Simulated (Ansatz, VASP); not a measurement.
One calculation of Ti4B, two programs

```xyz
5
Lattice="4.3884 0.0000 0.0000 0.0000 4.3884 0.0000 0.0000 0.0000 4.3884" Properties=species:S:1:pos:R:3 pbc="T T T"
Ti    1.1841    1.1841    1.1841
Ti    3.2043    3.2043    1.1841
Ti    1.1841    3.2043    3.2043
Ti    3.2043    1.1841    3.2043
B     0.0000    0.0000    0.0000
```

Change from the starting cell: species swapped into the SnI4 type (P-43m, No. 215).

Alike in both runs: task single point; functional PBE; k mesh 4 × 4 × 4; occupations gaussian, width 0.1 eV; collinear spin.

|  | VASP | Ansatz |
| --- | --- | --- |
| version | VASP 6.6.1 | Ansatz 0.2.0 |
| potentials or method | VASP PAW PBE potentials, release 64 (Ti_sv, B), cutoff 520 eV | scalar-relativistic, plane waves, PAW |
| valence electrons in the cell | 51 | 51 |

```csv
,VASP,Ansatz,Ansatz less VASP
gap on the k mesh at the Fermi level (eV),none,none,-
pressure (GPa),0.2,0.3,+0.11
rms of the force components (eV/Å),0.012,0.000,-0.0118
net moment per atom (μB),0.02,0.00,-0.016
```

Atom by atom the forces differ by 0.013 eV/Å (rms over components). A gap of «none» marks a metal or a gap that the smearing closes. The functional is the same, so the differences come from potentials, cutoffs and numerics. Ansatz's warnings: seeded moment not kept.
